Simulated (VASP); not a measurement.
# Ge2Sb2Te5 (P-3m1) in VASP: notebook

Ge2Sb2Te5 is run at these levels: LDA, PBE+D3(BJ), r2SCAN+rVV10, PBE; tasks: single point, relaxation of cell and atoms.

Everything below comes from runs of VASP 6.6.1. Logs are shortened: lines on timing, memory, paths and dates and some standing lists are left out, and cuts for length are marked.

### 1 The cell of the first run

It takes space group P-3m1 (No. 164, trigonal). The conventional cell has a = 4.243 Å, b = 4.243 Å, c = 17.318 Å, α = 90.00°, β = 90.00°, γ = 120.00°. Ge (site symmetry 3m) has 6 Te at 2.96 to 2.99 Å within 3.9 Å. Sb (site symmetry 3m) has 6 Te at 2.98 to 3.18 Å within 3.9 Å. Te (site symmetry -3m) has 6 Ge at 2.99 Å within 3.9 Å. Te (site symmetry 3m) has 3 Ge at 2.96 Å and 3 Sb at 3.18 Å within 3.9 Å. Within 3.9 Å of Te (site symmetry 3m) lie 3 Sb at 2.98 Å.

### 2 Single point, LDA

INCAR

```
SYSTEM = Ge2Sb2Te5
  ALGO = Normal
  EDIFF = 1E-7
  ENCUT = 520
  ISIF = 2
  ISMEAR = 0
  LASPH = .TRUE.
  LCHARG = .TRUE.
  LELF = .TRUE.
  LREAL = .FALSE.
  LVHAR = .TRUE.
  LWAVE = .FALSE.
  NBANDS = 44
  NELM = 80
  PREC = Accurate
  SIGMA = 0.01
```

KPOINTS

```
k-points
0
G
  12 12 2
  0 0 0
```

POSCAR

```
Ge2Sb2Te5
1.0
    4.2427228082      0.0000000000      0.0000000000
   -2.1213614041      3.6743057331      0.0000000000
    0.0000000000      0.0000000000     17.3182137284
Ge Sb Te
2 2 5
Direct
    0.3333333333      0.6666666667      0.9009059368
    0.6666666667      0.3333333333      0.0990940632
    0.0000000000      0.0000000000      0.6879597240
    0.0000000000      0.0000000000      0.3120402760
    0.0000000000      0.0000000000      0.0000000000
    0.6666666667      0.3333333333      0.8051761510
    0.3333333333      0.6666666667      0.1948238490
    0.3333333333      0.6666666667      0.5897389009
    0.6666666667      0.3333333333      0.4102610991
```

Potentials or basis: VASP PAW LDA potentials, release 64 (Ge_d, Sb, Te).

The run is started by

```sh
cat potpaw_LDA.64/Ge_d/POTCAR potpaw_LDA.64/Sb/POTCAR potpaw_LDA.64/Te/POTCAR > POTCAR
mpirun -np 1 vasp_std > vasp.out
```

OUTCAR:

```text
SYSTEM = Ge2Sb2Te5
   EDIFF = 1E-7
   ENCUT = 520
   ISIF = 2
   ISMEAR = 0
   LASPH = .TRUE.
   LREAL = .FALSE.
   NELM = 80
   PREC = Accurate

 ion  position               nearest neighbor table
   1  0.333  0.667  0.901-   6 2.96   6 2.96   6 2.96   5 2.99   5 2.99   5 2.99
   2  0.667  0.333  0.099-   7 2.96   7 2.96   7 2.96   5 2.99   5 2.99   5 2.99
   3  0.000  0.000  0.688-   8 2.98   8 2.98   8 2.98   6 3.18   6 3.18   6 3.18
   4  0.000  0.000  0.312-   9 2.98   9 2.98   9 2.98   7 3.18   7 3.18   7 3.18
   5  0.000  0.000  0.000-   1 2.99   2 2.99   1 2.99   2 2.99   2 2.99   1 2.99
   6  0.667  0.333  0.805-   1 2.96   1 2.96   1 2.96   3 3.18   3 3.18   3 3.18
   7  0.333  0.667  0.195-   2 2.96   2 2.96   2 2.96   4 3.18   4 3.18   4 3.18
   8  0.333  0.667  0.590-   3 2.98   3 2.98   3 2.98
   9  0.667  0.333  0.410-   4 2.98   4 2.98   4 2.98

  LATTYP: Found a hexagonal cell.
 ALAT       =     4.2427228082
 C/A-ratio  =     4.0818631127

  Lattice vectors:

 A1 = (   4.2427228082,   0.0000000000,   0.0000000000)
 A2 = (  -2.1213614041,   3.6743057331,   0.0000000000)
 A3 = (   0.0000000000,   0.0000000000,  17.3182137284)

Analysis of symmetry for initial positions (statically):
=====================================================================
 Subroutine PRICEL returns:
 Original cell was already a primitive cell.

 Routine SETGRP: Setting up the symmetry group for a
 hexagonal supercell.

 Subroutine GETGRP returns: Found 12 space group operations
 (whereof 12 operations were pure point group operations)
 out of a pool of 24 trial point group operations.

The static configuration has the point symmetry D_3d.

Analysis of symmetry for dynamics (positions and initial velocities):
=====================================================================
 Subroutine PRICEL returns:
 Original cell was already a primitive cell.

 Routine SETGRP: Setting up the symmetry group for a
 hexagonal supercell.

 Subroutine GETGRP returns: Found 12 space group operations
 (whereof 12 operations were pure point group operations)
 out of a pool of 24 trial point group operations.

The dynamic configuration has the point symmetry D_3d.

 Subroutine INISYM returns: Found 12 space group operations
 (whereof 12 operations are pure point group operations),
 and found     1 'primitive' translations

----------------------------------------------------------------------------------------

                                     Primitive cell

  volume of cell :     269.9747
[... 107 lines left out ...]
   IBRION =     -1    ionic relax: 0-MD 1-quasi-New 2-CG
   NFREE  =      0    steps in history (QN), initial steepest desc. (CG)
   ISIF   =      2    stress and relaxation
   ISYM   =      2    0-nonsym 1-usesym 2-fastsym
   POTIM  = 0.5000    time-step for ionic-motion
   TEBEG  =    0.0;   TEEND  =   0.0 temperature during run
   PSTRESS=    0.0 pullay stress
   NELECT =      68.0000    total number of electrons
   NUPDOWN=      -1.0000    fix difference up-down
   EMIN   =  10.00;   EMAX   =-10.00  energy-range for DOS
   EFERMI =   0.00;   METHOD = LEGACY
   ISMEAR =     0;   SIGMA  =   0.01  broadening in eV -4-tet -1-fermi 0-gaus
   EFERMI_NEDOS =   21; number of points for ismear=-14 and -15
   IALGO  =     38    algorithm
   IMIX   =      4    mixing-type and parameters
     AMIX     =   0.40;   BMIX     =  1.00
     AMIX_MAG =   1.60;   BMIX_MAG =  1.00
  volume/ion in A,a.u.               =      30.00       202.43
  Fermi-wavevector in a.u.,A,eV,Ry     =   1.033880  1.953750 14.543373  1.068908
  Thomas-Fermi vector in A             =   2.168148
   LORBIT       =      0    0 simple, 1 ext, 2 COOP (PROOUT), +10 PAW based schemes
   GGA     = CA    functional components
   LHFCALC =     F    Hartree Fock is set to
   AEXX    =    0.0000 exact exchange contribution
   IVDW    =     0    specifies the selected vdW correction
   LEPSILON=     F    determine dielectric tensor
   LRPA    =     F    only Hartree local field effects (RPA)
 non-spin polarized calculation
 Gauss-broadening in eV      SIGMA  =   0.01
  energy-cutoff  :      520.00
  volume of cell :      269.97
 maximum number of plane-waves:      7308
 NGX is ok and might be reduce to    32
   NGX = 15   NGY = 15   NGZ = 65

 number of electron      67.9999985 magnetization

 Free energy of the ion-electron system (eV)
  ---------------------------------------------------
  ext. energy  EPLUGINS =         0.00000000
  ---------------------------------------------------
  free energy    TOTEN  =       -39.85051661 eV

  energy without entropy =      -39.85051661  energy(sigma->0) =      -39.85051661

 E-fermi :   6.1773     XC(G=0):  -9.6811

 val. band max:        6.0591818494   @ k =   0.0000   0.0000   0.0000
 cond. band min:       6.5059359557   @ k =   0.0000   0.0000   0.0000
 fundamental gap:      0.4467541063
 Fermi energy:         6.1773034534

 k-point     1 :       0.0000    0.0000    0.0000
  band No.  band energies     occupation
      1     -18.8141      2.00000
      2     -18.8141      2.00000
      3     -18.8134      2.00000
      4     -18.8134      2.00000
      5     -18.8075      2.00000
      6     -18.8073      2.00000
[... 1117 lines left out ...]
     43       9.3973      0.00000
     44       9.6095      0.00000

 [... further k-points ...]
[... 5 lines left out ...]
  --------------------------------------------------------------------------------------
  -------------------------------------------------------------------------------------
  Total       -3.1111415     -3.1111415     -3.4832089     -0.0000000     -0.0000000     -0.0000000
  in kB      -18.4632139    -18.4632139    -20.6712651     -0.0000000     -0.0000000     -0.0000000
  external PRESSURE =     -19.1992310 kB  Pullay stress =       0.0000000 kB

 VOLUME and BASIS-vectors are now :
 -----------------------------------------------------------------------------
  energy-cutoff  :      520.00
  volume of cell :      269.97
      direct lattice vectors                 reciprocal lattice vectors
     4.242722808  0.000000000  0.000000000     0.235697698  0.136080130  0.000000000
    -2.121361404  3.674305733  0.000000000     0.000000000  0.272160259  0.000000000
     0.000000000  0.000000000 17.318213728     0.000000000  0.000000000  0.057742676

 POSITION                                       TOTAL-FORCE (eV/Angst)
 -----------------------------------------------------------------------------------
     -0.00000      2.44954     15.60208         0.000000      0.000000      0.035754
      2.12136      1.22477      1.71613         0.000000      0.000000     -0.035754
      0.00000      0.00000     11.91423        -0.000000     -0.000000      0.090376
      0.00000      0.00000      5.40398        -0.000000      0.000000     -0.090376
      0.00000      0.00000      0.00000        -0.000000      0.000000      0.000000
      2.12136      1.22477     13.94421        -0.000000      0.000000     -0.060094
     -0.00000      2.44954      3.37400         0.000000     -0.000000      0.060094
     -0.00000      2.44954     10.21322        -0.000000     -0.000000     -0.028669
      2.12136      1.22477      7.10499        -0.000000      0.000000      0.028669
 -----------------------------------------------------------------------------------
    total drift:                                0.000000     -0.000000     -0.000000

  FREE ENERGIE OF THE ION-ELECTRON SYSTEM (eV)
  ---------------------------------------------------
  free  energy   TOTEN  =       -39.8505166064 eV

  energy  without entropy=      -39.8505166064  energy(sigma->0) =      -39.85051661
```

stdout:

```text
POSCAR found type information on POSCAR GeSbTe
 POSCAR found :  3 types and       9 ions
 scaLAPACK will be used
 LDA part: xc-table for (Slater(with rela. corr.)+CA(PZ))
 , standard interpolation
 POSCAR, INCAR and KPOINTS ok, starting setup
 FFT: planning ... GRIDC
 FFT: planning ... GRID_SOFT
 FFT: planning ... GRID
 WAVECAR not read
 entering main loop
```

Run time: 14 min. Hardware: 1 thread of Intel Xeon Platinum 8375C at 2.90GHz (Ice Lake), shared host; peak memory 0.56 GiB.

What came out:

```
Free energy            : -39.8505 eV
Pressure               : -1.9 GPa
Largest force          : 0.090 eV/Å
Band gap on the k mesh : 0.45 eV, direct
```

Forces on the atoms (eV/Å):
```
Ge   0.000  0.000  0.036
Ge   0.000  0.000 -0.036
Sb   0.000  0.000  0.090
Sb   0.000  0.000 -0.090
Te   0.000  0.000  0.000
Te   0.000  0.000 -0.060
Te   0.000  0.000  0.060
Te   0.000  0.000 -0.029
Te   0.000  0.000  0.029
```

Stress tensor (GPa, compression positive):
```
-1.85  0.00  0.00
 0.00 -1.85  0.00
 0.00  0.00 -2.07
```

Levels at points of the mesh, in eV from the valence-band top:
| k point | band 32 | band 33 | band 34 | band 35 | band 36 | band 37 |
| --- | --- | --- | --- | --- | --- | --- |
| (0.00, 0.00, 0.00) | -0.98 | -0.67 | 0.00 | 0.45 | 0.46 | 0.46 |
| (0.50, 0.00, 0.00) | -1.35 | -1.32 | -0.76 | 0.60 | 0.95 | 1.11 |
| (0.00, 0.00, 0.50) | -1.21 | -0.54 | -0.10 | 0.58 | 0.58 | 0.58 |
| (0.50, 0.00, 0.50) | -1.61 | -1.21 | -0.55 | 0.46 | 0.81 | 1.54 |

Caveat: spin-orbit coupling is left out, which moves the levels of the heavy elements. A k mesh can miss the band edges.

### 3 Single point, PBE+D3(BJ)

This run uses another cell than the first one, of 29.11 Å³/atom, 0.971 times its volume.

INCAR

```
PREC = Accurate ; ENCUT = 520
EDIFF = 1E-6 ; ISMEAR = -1
SIGMA = 0.02 ; LREAL = False
LASPH = True ; NELM = 60
ALGO = Normal ; ISIF = 2
LWAVE = False ; LCHARG = False
GGA = PE ; IVDW = 12
NBANDS = 44
```

KPOINTS

```
regular mesh
0
Gamma
  6 6 2
```

POSCAR

```
Ge2Sb2Te5
1.0
    4.2301494226      0.0000000000      0.0000000000
   -2.1150747113      3.6634168618      0.0000000000
    0.0000000000      0.0000000000     16.9089379879
Ge Sb Te
2 2 5
Direct
    0.3333333333      0.6666666667      0.8993013457
    0.6666666667      0.3333333333      0.1006986543
    0.0000000000      0.0000000000      0.6825148602
    0.0000000000      0.0000000000      0.3174851398
    0.0000000000      0.0000000000      0.0000000000
    0.6666666667      0.3333333333      0.8014346192
    0.3333333333      0.6666666667      0.1985653808
    0.3333333333      0.6666666667      0.5806251194
    0.6666666667      0.3333333333      0.4193748806
```

Potentials or basis: VASP PAW PBE potentials, release 64 (Ge_d, Sb, Te).

The run is started by

```sh
cat potpaw_PBE.64/Ge_d/POTCAR potpaw_PBE.64/Sb/POTCAR potpaw_PBE.64/Te/POTCAR > POTCAR
mpirun -np 1 vasp_std > vasp.out
```

Wall time 7.2 min (1 thread of Intel Xeon Platinum 8259CL at 2.50GHz (Skylake/Cascade Lake), shared host); peak memory 0.44 GiB.

Results (log left out):

- Free energy: -37.7729 eV
- Pressure: -0.1 GPa
- Largest force: 0.025 eV/Å
- Band gap on the k mesh: 0.14 eV, direct
- Dispersion energy per atom: -0.431 eV

Forces on the atoms (eV/Å):
```
Ge   0.000  0.000 -0.002
Ge   0.000  0.000  0.002
Sb   0.000  0.000  0.025
Sb   0.000  0.000 -0.025
Te   0.000  0.000  0.000
Te   0.000  0.000 -0.009
Te   0.000  0.000  0.009
Te   0.000  0.000 -0.020
Te   0.000  0.000  0.020
```

Levels at points of the mesh, in eV from the valence-band top:
| k point | band 31 | band 32 | band 33 | band 34 | band 35 | band 36 | band 37 | band 38 |
| --- | --- | --- | --- | --- | --- | --- | --- | --- |
| (0.00, 0.00, 0.00) | -1.43 | -1.14 | -0.86 | 0.00 | 0.14 | 0.14 | 0.26 | 0.85 |
| (0.50, 0.00, 0.00) | -1.80 | -1.72 | -1.44 | -0.90 | 0.29 | 0.90 | 0.91 | 1.19 |
| (0.00, 0.00, 0.50) | -1.55 | -1.44 | -0.71 | -0.16 | 0.36 | 0.36 | 0.50 | 0.50 |
| (0.50, 0.00, 0.50) | -2.25 | -1.99 | -1.46 | -0.63 | 0.25 | 0.43 | 1.48 | 1.53 |

Caveat: spin-orbit coupling is left out, which moves the levels of the heavy elements. A k mesh can miss the band edges.

[end of part 1 of 3]
